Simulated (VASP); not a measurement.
Here is a VASP 6.6.1 calculation.

Contents of INCAR:

```
SYSTEM = Li
PREC = Accurate ; ENCUT = 520
EDIFF = 1E-7 ; ISMEAR = 0
SIGMA = 0.1 ; LREAL = .False.
LASPH = .True. ; NELM = 60
ALGO = Fast ; ISIF = 2
LWAVE = .False. ; LCHARG = .True.
GGA = PE ; LELF = .True.
LVHAR = .True. ; NBANDS = 8
```

KPOINTS

```
Automatic mesh
0
Gamma
  22 22 24
  0 0 0
```

POSCAR

```
Li
1.0
    1.8851139258     -2.2809495697     -0.0211957432
    1.8851139258      2.2809495697     -0.0211957432
   -1.8666163315      0.0000000000      2.3021471876
Li
1
Direct
    0.0000000000      0.0000000000      0.0000000000
```

Potentials or basis: VASP PAW PBE potentials, release 64 (Li_sv).

Launch:

```console
$ cat potpaw_PBE.64/Li_sv/POTCAR > POTCAR
$ mpirun -np 1 vasp_std > vasp.out
```

Predict the band gap on the k mesh.

zero (an odd number of electrons rules out a gap without spin polarisation).
